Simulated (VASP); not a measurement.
Input of a VASP 6.6.1 run:

The input INCAR:

```
PREC = Accurate
ENCUT = 520
EDIFF = 1E-7
ISMEAR = 0
SIGMA = 0.05
LREAL = F
LASPH = T
NELM = 80
ALGO = Normal
ISIF = 2
LWAVE = F
LCHARG = F
GGA = PE
IVDW = 12
NBANDS = 16
```

File KPOINTS:

```
Automatic mesh
0
Gamma
  15 15 10
```

The input POSCAR:

```
SiC
1.0
    3.0919366045      0.0000000000      0.0000000000
   -1.5459683023      2.6776956464      0.0000000000
    0.0000000000      0.0000000000      5.0743114968
Si C
2 2
Direct
    0.3333333333      0.6666666667      0.0045824632
    0.6666666667      0.3333333333      0.5045824632
    0.3333333333      0.6666666667      0.3804175368
    0.6666666667      0.3333333333      0.8804175368
```

Potentials or basis: VASP PAW PBE potentials, release 64 (Si, C).

The run is started by

```sh
$ cat potpaw_PBE.64/Si/POTCAR potpaw_PBE.64/C/POTCAR > POTCAR
$ mpirun -np 1 vasp_std > vasp.out
```

Question: Predict the dispersion energy per atom.

Answer: -0.296 eV.

Question: What does it give for the band gap on the k mesh?

Answer: 2.30 eV, indirect (least direct gap 3.95 eV).

Caveat: three body term missing. Expect the measured gap to be larger: semilocal functionals such as PBE lack the derivative discontinuity.
